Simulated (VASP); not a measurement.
# LiBr (Fm-3m) in VASP: notebook

The runs below take LiBr through relaxation of cell and atoms, with PBEsol.

Program: VASP 6.6.1. These are calculated values, not measurements. Logs are shortened: lines on timing, memory, paths and dates and some standing lists are left out, and cuts for length are marked.

## 1. The cell of the first run

Symmetry: Fm-3m, No. 225, cubic system. The conventional cell has a = 5.411 Å, b = 5.411 Å, c = 5.411 Å, α = 90.00°, β = 90.00°, γ = 90.00°. Within 3.6 Å of Li (site symmetry m-3m) lie 6 Br at 2.71 Å. Br (site symmetry m-3m) has 6 Li at 2.71 Å within 3.6 Å.

## 2. Relaxation of cell and atoms, PBEsol, target pressure 3 GPa, at which the enthalpy is minimised

The input, INCAR:

```
SYSTEM = LiBr
ALGO = Normal
EDIFF = 1E-7
EDIFFG = -0.001
ENCUT = 750
GGA = PS
GGA_COMPAT = .False.
IBRION = 2
ISIF = 3
ISMEAR = 0
LASPH = .True.
LCHARG = .False.
LREAL = .False.
LWAVE = .False.
NELM = 120
NELMIN = 4
NSW = 80
PREC = Accurate
PSTRESS = 30.0
SIGMA = 0.01
```

The input, KPOINTS:

```
k-points
0
Gamma
  8 8 8
  0 0 0
```

The input, POSCAR:

```
LiBr
1.0
    0.0000000000      2.7055163912      2.7055163912
    2.7055163912      0.0000000000      2.7055163912
    2.7055163912      2.7055163912      0.0000000000
Li Br
1 1
Direct
    0.0000000000      0.0000000000      0.0000000000
    0.5000000000      0.5000000000      0.5000000000
```

Potentials or basis: VASP PAW PBE potentials, release 64 (Li_sv, Br).

The run is started by

```
$ cat potpaw_PBE.64/Li_sv/POTCAR potpaw_PBE.64/Br/POTCAR > POTCAR
$ mpirun -np 1 vasp_std > vasp.out
```

OUTCAR:

```text
SYSTEM = LiBr
   EDIFF = 1E-7
   EDIFFG = -0.001
   ENCUT = 750
   GGA = PS
   IBRION = 2
   ISIF = 3
   ISMEAR = 0
   LASPH = .True.
   LREAL = .False.
   NELM = 120
   NELMIN = 4
   NSW = 80
   PREC = Accurate
   PSTRESS = 30.0

 ion  position               nearest neighbor table
   1  0.000  0.000  0.000-
   2  0.500  0.500  0.500-

  LATTYP: Found a face centered cubic cell.
 ALAT       =     5.4110327824

  Lattice vectors:

 A1 = (   0.0000000000,   2.7055163912,   2.7055163912)
 A2 = (   2.7055163912,   0.0000000000,   2.7055163912)
 A3 = (   2.7055163912,   2.7055163912,   0.0000000000)

Analysis of symmetry for initial positions (statically):
=====================================================================
 Subroutine PRICEL returns:
 Original cell was already a primitive cell.

 Routine SETGRP: Setting up the symmetry group for a
 face centered cubic supercell.

 Subroutine GETGRP returns: Found 48 space group operations
 (whereof 48 operations were pure point group operations)
 out of a pool of 48 trial point group operations.

The static configuration has the point symmetry O_h .

Analysis of symmetry for dynamics (positions and initial velocities):
=====================================================================
 Subroutine PRICEL returns:
 Original cell was already a primitive cell.

 Routine SETGRP: Setting up the symmetry group for a
 face centered cubic supercell.

 Subroutine GETGRP returns: Found 48 space group operations
 (whereof 48 operations were pure point group operations)
 out of a pool of 48 trial point group operations.

The dynamic configuration has the point symmetry O_h .

 Subroutine INISYM returns: Found 48 space group operations
 (whereof 48 operations are pure point group operations),
 and found     1 'primitive' translations

----------------------------------------------------------------------------------------

                                     Primitive cell

  volume of cell :      39.6078

  direct lattice vectors                    reciprocal lattice vectors
     0.000000000  2.705516391  2.705516391    -0.184807603  0.184807603  0.184807603
     2.705516391  0.000000000  2.705516391     0.184807603 -0.184807603  0.184807603
     2.705516391  2.705516391  0.000000000     0.184807603  0.184807603 -0.184807603

  length of vectors
     3.826177974  3.826177974  3.826177974     0.320096159  0.320096159  0.320096159

  position of ions in fractional coordinates (direct lattice)
     0.000000000  0.000000000  0.000000000
     0.500000000  0.500000000  0.500000000

  ion indices of the primitive-cell ions
   primitive index   ion index
                 1           1
                 2           2

----------------------------------------------------------------------------------------

 KPOINTS: k-points

Automatic generation of k-mesh.
 Grid dimensions read from file:
 generate k-points for:    8    8    8

 Generating k-lattice:

  Cartesian coordinates                     Fractional coordinates (reciprocal lattice)
    -0.023100950  0.023100950  0.023100950     0.125000000  0.000000000  0.000000000
     0.023100950 -0.023100950  0.023100950     0.000000000  0.125000000  0.000000000
     0.023100950  0.023100950 -0.023100950     0.000000000  0.000000000  0.125000000

  Length of vectors
     0.040012020  0.040012020  0.040012020

  Shift w.r.t. Gamma in fractional coordinates (k-lattice)
     0.000000000  0.000000000  0.000000000

 Subroutine IBZKPT returns following result:
 ===========================================

 Found     29 irreducible k-points:

 Following reciprocal coordinates:
            Coordinates               Weight
  0.000000  0.000000  0.000000      1.000000
  0.125000  0.000000  0.000000      8.000000
  0.250000  0.000000  0.000000      8.000000
  0.375000  0.000000  0.000000      8.000000
  0.500000  0.000000  0.000000      4.000000
  0.125000  0.125000  0.000000      6.000000
[... 16 lines left out ...]
  0.500000  0.250000  0.125000     48.000000
 -0.375000  0.250000  0.125000     24.000000
 [... further k-points ...]
   k-points           NKPTS =     29   k-points in BZ     NKDIM =     29   number of bands    NBANDS=      9
   number of dos      NEDOS =    301   number of ions     NIONS =      2
   total plane-waves  NPLWV =  46656
   dimension x,y,z NGX =    36 NGY =   36 NGZ =   36
   dimension x,y,z NGXF=    72 NGYF=   72 NGZF=   72
   ions per type =               1   1
   NGX,Y,Z   is equivalent  to a cutoff of  15.64, 15.64, 15.64 a.u.
   NGXF,Y,Z  is equivalent  to a cutoff of  31.28, 31.28, 31.28 a.u.
 SYSTEM =  LiBr
   PREC   = accura    normal or accurate (medium, high low for compatibility)
   ISTART =      0    job   : 0-new  1-cont  2-samecut
   ICHARG =      2    charge: 1-file 2-atom 10-const
   ISPIN  =      1    spin polarized calculation?
   LNONCOLLINEAR =      F non collinear calculations
   LSORBIT =      F    spin-orbit coupling
   LASPH  =      T    aspherical Exc in radial PAW
   ENCUT  =  750.0 eV  55.12 Ry    7.42 a.u.   8.54  8.54  8.54*2*pi/ulx,y,z
   NELM   =    120;   NELMIN=  4; NELMDL= -5     # of ELM steps
   EDIFF  = 0.1E-06   stopping-criterion for ELM
   LREAL  =      F    real-space projection
   EDIFFG = -.1E-02   stopping-criterion for IOM
   NSW    =     80    number of steps for IOM
   IBRION =      2    ionic relax: 0-MD 1-quasi-New 2-CG
   NFREE  =      1    steps in history (QN), initial steepest desc. (CG)
   ISIF   =      3    stress and relaxation
   ISYM   =      2    0-nonsym 1-usesym 2-fastsym
   POTIM  = 0.5000    time-step for ionic-motion
   TEBEG  =    0.0;   TEEND  =   0.0 temperature during run
   PSTRESS=   30.0 pullay stress
   NELECT =      10.0000    total number of electrons
   NUPDOWN=      -1.0000    fix difference up-down
   EMIN   =  10.00;   EMAX   =-10.00  energy-range for DOS
   EFERMI =   0.00;   METHOD = LEGACY
   ISMEAR =     0;   SIGMA  =   0.01  broadening in eV -4-tet -1-fermi 0-gaus
   EFERMI_NEDOS =   21; number of points for ismear=-14 and -15
   IALGO  =     38    algorithm
   IMIX   =      4    mixing-type and parameters
     AMIX     =   0.40;   BMIX     =  1.00
     AMIX_MAG =   1.60;   BMIX_MAG =  1.00
  volume/ion in A,a.u.               =      19.80       133.64
  Fermi-wavevector in a.u.,A,eV,Ry     =   1.034701  1.955300 14.566467  1.070605
  Thomas-Fermi vector in A             =   2.169008
   LORBIT       =      0    0 simple, 1 ext, 2 COOP (PROOUT), +10 PAW based schemes
   GGA     = PS    functional components
   LHFCALC =     F    Hartree Fock is set to
   AEXX    =    0.0000 exact exchange contribution
   IVDW    =     0    specifies the selected vdW correction
   LEPSILON=     F    determine dielectric tensor
   LRPA    =     F    only Hartree local field effects (RPA)
 conjugate gradient relaxation of ions
 non-spin polarized calculation
 Gauss-broadening in eV      SIGMA  =   0.01
  energy-cutoff  :      750.00
  volume of cell :       39.61
 maximum number of plane-waves:      1868
 NGX is ok and might be reduce to    36
   NGX = 17   NGY = 17   NGZ = 17

--------------------------------------- Ionic step        1  -------------------------------------------

 number of electron      10.0000001 magnetization

 Free energy of the ion-electron system (eV)
  ---------------------------------------------------
  ext. energy  EPLUGINS =         0.00000000
  ---------------------------------------------------
  free energy    TOTEN  =        -6.93525710 eV

  energy without entropy =       -6.93525710  energy(sigma->0) =       -6.93525710

------------------------ aborting loop because EDIFF is reached ----------------------------------------

  FORCE on cell =-STRESS in cart. coord.  units (eV):
  Direction    XX          YY          ZZ          XY          YZ          ZX
  --------------------------------------------------------------------------------------
  -------------------------------------------------------------------------------------
  Total       -0.0076755     -0.0076755     -0.0076755      0.0000000     -0.0000000      0.0000000
  in kB       -0.3104840     -0.3104840     -0.3104840      0.0000000     -0.0000000      0.0000000
  external PRESSURE =     -30.3104840 kB  Pullay stress =      30.0000000 kB
[... 99 lines left out ...]
  enthalpy is  TOTEN    =        -6.2268574107 eV   P V=        0.6816095636

--------------------------------------- Ionic step        4  -------------------------------------------

 number of electron       9.9999998 magnetization

 Free energy of the ion-electron system (eV)
  ---------------------------------------------------
  ext. energy  EPLUGINS =         0.00000000
  ---------------------------------------------------
  free energy    TOTEN  =        -6.90718531 eV

  energy without entropy =       -6.90718531  energy(sigma->0) =       -6.90718531

 E-fermi :   1.3923     XC(G=0):  -9.1630

 val. band max:        1.2672601666   @ k =   0.0000   0.0000   0.0000
 cond. band min:       6.6865217956   @ k =   0.0000   0.0000   0.0000
 fundamental gap:      5.4192616290
 Fermi energy:         1.3923290181

 k-point     1 :       0.0000    0.0000    0.0000
  band No.  band energies     occupation
      1     -42.2497      2.00000
      2     -12.7135      2.00000
      3       1.2673      2.00000
      4       1.2673      2.00000
      5       1.2673      2.00000
      6       6.6865      0.00000
      7      11.7389      0.00000
      8      11.7389      0.00000
      9      11.7389      0.00000
[... 265 lines left out ...]
 k-point    24 :      -0.3750    0.2500    0.1250
  band No.  band energies     occupation
      1     -42.2470      2.00000
      2     -11.9131      2.00000
      3      -1.9715      2.00000
      4      -0.4648      2.00000
      5       0.4794      2.00000
      6       8.3843      0.00000
      7       9.2295      0.00000
      8      10.6987      0.00000
      9      12.6467      0.00000

 [... further k-points ...]
[... 5 lines left out ...]
  --------------------------------------------------------------------------------------
  -------------------------------------------------------------------------------------
  Total        0.6813193      0.6813193      0.6813193      0.0000000      0.0000000      0.0000000
  in kB       30.0444049     30.0444049     30.0444049      0.0000000      0.0000000      0.0000000
  external PRESSURE =       0.0444049 kB  Pullay stress =      30.0000000 kB
[... 17 lines left out ...]
  FREE ENERGIE OF THE ION-ELECTRON SYSTEM (eV)
  ---------------------------------------------------
  free  energy   TOTEN  =        -6.9071853064 eV

  energy  without entropy=       -6.9071853064  energy(sigma->0) =       -6.90718531

  enthalpy is  TOTEN    =        -6.2268729428 eV   P V=        0.6803123637

 reached required accuracy - stopping structural energy minimisation
```

It took 1.8 min on 1 thread of Intel Xeon 8259CL, shared host; peak memory 0.21 GiB.

Results:

```
Free energy                                                : -6.9072 eV
Relaxed volume                                             : 18.17 Å³/atom
Relaxed cell                                               : a = 3.718 Å, b = 3.718 Å, c = 3.718 Å, α = 60.00°, β = 60.00°, γ = 60.00°
Space group after relaxing (to 0.1 Å)                      : Fm-3m (No. 225)
Energy change on relaxing (the run minimises the enthalpy) : +14.0 meV/atom
Ionic steps                                                : 4
Pressure after relaxing                                    : 3.0 GPa
Band gap on the k mesh                                     : 5.42 eV
```

The path:
```tsv
step	energy change (eV)	largest force (eV/Å)	pressure (GPa)	volume (Å³)
1	0.0000	0.0000	-0.03	39.61
2	0.0108	0.0000	1.76	37.50
3	0.0268	0.0000	2.92	36.40
4	0.0281	0.0000	3.00	36.33
```

Final structure:
```
CELL_PARAMETERS angstrom
0.00000 2.62879 2.62879
2.62879 0.00000 2.62879
2.62879 2.62879 0.00000
ATOMIC_POSITIONS crystal
Li 0.00000 0.00000 0.00000
Br 0.50000 0.50000 0.50000
```

Levels at points of the mesh, in eV from the valence-band top:
| k point | band 1 | band 2 | band 3 | band 4 | band 5 | band 6 | band 7 | band 8 | band 9 |
| --- | --- | --- | --- | --- | --- | --- | --- | --- | --- |
| (0.00, 0.00, 0.00) | -43.52 | -13.98 | 0.00 | 0.00 | 0.00 | 5.42 | 10.47 | 10.47 | 10.47 |
| (0.50, 0.00, 0.00) | -43.51 | -13.31 | -3.56 | -0.34 | -0.34 | 5.51 | 8.02 | 8.02 | 13.09 |
| (0.50, 0.50, 0.00) | -43.51 | -13.03 | -3.62 | -1.45 | -1.45 | 6.34 | 6.68 | 12.67 | 13.27 |

Caveat: the cell is relaxed towards a set pressure, so the run minimises the enthalpy, not the energy; the PAW data sets were made with another functional, which shifts forces and pressure a little.

## 3. Relaxation of cell and atoms, PBEsol

This run uses another cell than the first one, of 20.67 Å³/atom.

The input, INCAR:

```
PREC = Accurate
ENCUT = 750
EDIFF = 1E-7
ISMEAR = 0
SIGMA = 0.02
LREAL = F
LASPH = T
NELM = 120
ALGO = Normal
ISIF = 3
LWAVE = F
LCHARG = F
GGA = PS
IBRION = 2
NSW = 100
EDIFFG = -0.005
GGA_COMPAT = F
NELMIN = 4
```

The input, KPOINTS:

```
Automatic mesh
0
Gamma
  8 8 8
```

The input, POSCAR:

```
LiBr
1.0
    0.0000000000      2.7445000000      2.7445000000
    2.7445000000      0.0000000000      2.7445000000
    2.7445000000      2.7445000000      0.0000000000
Li Br
1 1
Direct
    0.0000000000      0.0000000000      0.0000000000
    0.5000000000      0.5000000000      0.5000000000
```

Potentials or basis: VASP PAW PBE potentials, release 64 (Li_sv, Br).

The run is started by

```
$ cat potpaw_PBE.64/Li_sv/POTCAR potpaw_PBE.64/Br/POTCAR > POTCAR
$ mpirun -np 1 vasp_std > vasp.out
```

Wall time 91 s (1 thread of Intel Xeon 8259CL, shared host); peak memory 0.21 GiB.

It converged, with:

```yaml
Free_energy: -6.9356 eV
Relaxed_volume: 19.81 Å³/atom
Relaxed_cell: a = 3.826 Å, b = 3.826 Å, c = 3.826 Å, α = 60.00°, β = 60.00°, γ = 60.00°
Space_group_after_relaxing_to_0.1_Å: Fm-3m (No. 225)
Energy_gained_by_relaxing: 3.3 meV/atom
Ionic_steps: 3
Pressure_after_relaxing: 0.0 GPa
Band_gap_on_the_k_mesh: 4.99 eV
```

Step by step:
| step | energy change (eV) | largest force (eV/Å) | pressure (GPa) | volume (Å³) |
| --- | --- | --- | --- | --- |
| 1 | 0.0000 | 0.0000 | -1.16 | 41.34 |
| 2 | -0.0049 | 0.0000 | -0.61 | 40.46 |
| 3 | -0.0066 | 0.0000 | -0.03 | 39.61 |

Final structure:
```
CELL_PARAMETERS angstrom
0.00000 2.70566 2.70566
2.70566 0.00000 2.70566
2.70566 2.70566 0.00000
ATOMIC_POSITIONS crystal
Li 0.00000 0.00000 0.00000
Br 0.50000 0.50000 0.50000
```

Levels at points of the mesh, in eV from the valence-band top:
```
           k point  band 3  band 4  band 5  band 6  band 7  band 8
(0.00, 0.00, 0.00)    0.00    0.00    0.00    4.99   10.42   10.42
(0.50, 0.00, 0.00)   -3.14   -0.29   -0.29    5.48    8.03    8.03
(0.50, 0.50, 0.00)   -3.17   -1.26   -1.26    6.22    6.86   11.90
```

Caveat: the PAW data sets were made with another functional, which shifts forces and pressure a little. A k mesh can miss the band edges.
